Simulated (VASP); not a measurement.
Here is a VASP 6.6.1 calculation.

INCAR

```
  ALGO = Normal
  EDIFF = 1E-6
  EDIFFG = -0.01
  ENCUT = 600
  GGA = PE
  IBRION = 2
  ISIF = 3
  ISMEAR = 0
  LASPH = True
  LCHARG = False
  LREAL = False
  LWAVE = False
  NELM = 60
  NSW = 80
  PREC = Accurate
  SIGMA = 0.1
```

The input KPOINTS:

```
k-points
0
Gamma
  10 10 4
```

The input POSCAR:

```
InSe2
1.0
    3.8948930000      0.0000000000      0.0000000000
    0.0000000000      3.8948930000      0.0000000000
    0.0000000000      0.0000000000      9.6262310000
In Se
2 4
Direct
    0.0000000000      0.5000000000      0.7064680000
    0.5000000000      0.0000000000      0.2935320000
    0.0000000000      0.5000000000      0.3662120000
    0.5000000000      0.0000000000      0.6337880000
    0.0000000000      0.0000000000      0.0000000000
    0.5000000000      0.5000000000      0.0000000000
```

Potentials or basis: VASP PAW PBE potentials, release 64 (In_d, Se).

The run is started by

```bash
$ cat potpaw_PBE.64/In_d/POTCAR potpaw_PBE.64/Se/POTCAR > POTCAR
$ mpirun -np 1 vasp_std > vasp.out
```

Estimate the space group after relaxing (to 0.1 Å).

P4/nmm (No. 129).

What does it give for the relaxed volume?

24.55 Å³/atom.

What does it give for the relaxed cell?

a = 3.884 Å, b = 3.884 Å, c = 9.763 Å, α = 90.00°, β = 90.00°, γ = 90.00°.

Forces in eV/Å, atoms in the order of the input:
```
In   0.000  0.000 -0.006
In   0.000  0.000  0.006
Se   0.000  0.000 -0.002
Se   0.000  0.000  0.002
Se   0.000  0.000  0.000
Se   0.000  0.000  0.000
```
